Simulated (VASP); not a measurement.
Here is a VASP 6.6.1 calculation.

INCAR

```
SYSTEM = Ag
  ALGO = Normal
  EDIFF = 1E-6
  ENCUT = 520
  GGA = PE
  ISIF = 2
  ISMEAR = -1
  LASPH = .TRUE.
  LCHARG = .FALSE.
  LREAL = .FALSE.
  LWAVE = .FALSE.
  NBANDS = 12
  NELM = 100
  PREC = Accurate
  SIGMA = 0.05
```

The input KPOINTS:

```
k-points
0
G
  12 12 12
  0 0 0
```

The input POSCAR:

```
Ag
1.0
    2.7514544664      0.0000000000      0.0000000000
    0.0000000000      2.7514544664      0.0000000000
    0.0000000000      0.0000000000      2.7514544664
Ag
1
Direct
    0.0000000000      0.0000000000      0.0000000000
```

Potentials or basis: VASP PAW PBE potentials, release 64 (Ag).

Launch:

```console
$ cat potpaw_PBE.64/Ag/POTCAR > POTCAR
$ mpirun -np 1 vasp_std > vasp.out
```

Question: Predict the pressure.

Answer: -0.1 GPa.
